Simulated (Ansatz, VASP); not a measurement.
This is a calculation of V for VASP 6.6.1.

INCAR

```
PREC = Accurate
ENCUT = 520
EDIFF = 1E-6
ISMEAR = -1
SIGMA = 0.05
LREAL = False
LASPH = True
NELM = 150
ALGO = Normal
ISIF = 2
LWAVE = False
LCHARG = False
ISPIN = 2
MAGMOM = 2
LORBIT = 11
LMAXMIX = 4
GGA = RE
IVDW = 12
NBANDS = 16
```

The input KPOINTS:

```
regular mesh
0
Gamma
  12 12 12
```

POSCAR

```
V
1.0
   -1.5342779432      1.5342779432      1.5342779432
    1.5342779432     -1.5342779432      1.5342779432
    1.5342779432      1.5342779432     -1.5342779432
V
1
Direct
    0.0000000000      0.0000000000      0.0000000000
```

Potentials or basis: VASP PAW PBE potentials, release 64 (V_sv).

Run with:

```console
$ cat potpaw_PBE.64/V_sv/POTCAR > POTCAR
$ mpirun -np 1 vasp_std > vasp.out
```

Problem. Translate it to Ansatz 0.2.0. Potentials there: Ansatz PAW.

Solution. As run (the cutoff follows the program's own potentials):

The input input.yaml:

```yaml
crystal:
  lattice:
    - [-1.5342779432, 1.5342779432, 1.5342779432]
    - [1.5342779432, -1.5342779432, 1.5342779432]
    - [1.5342779432, 1.5342779432, -1.5342779432]
  atoms:
    - { symbol: V, position: [0.0, 0.0, 0.0], spin: 2.0 }
hamiltonian:
  xc: revpbe
  pseudopotentials: { kind: paw }
  dispersion: d3bj
magnetization:
  spin_polarized: true
kpoints:
  mp_grid: { grid: [12, 12, 12] }
scf:
  occupations: { method: fermi_dirac, width: 0.05 }
output:
  forces: true
  stress: true
  eigenvalues: true
```

Potentials or basis: Ansatz PAW.

Launch:

```sh
$ ansatz run input.yaml --threads 2 --pin off --max-ram 5120MiB --backend cpu --events-out ev --progress --plain --runs-dir out
```

Both were run:

|  | VASP | Ansatz | Ansatz less VASP |
| --- | --- | --- | --- |
| gap on the k mesh at the Fermi level (eV) | none | none | - |
| pressure (GPa) | -22.0 | -22.2 | -0.20 |
| net moment per atom (μB) | 0.00 | 0.00 | -0.001 |

VASP's potentials were made for PBE, not for revPBE. A gap of «none» marks a metal or a gap that the smearing closes.
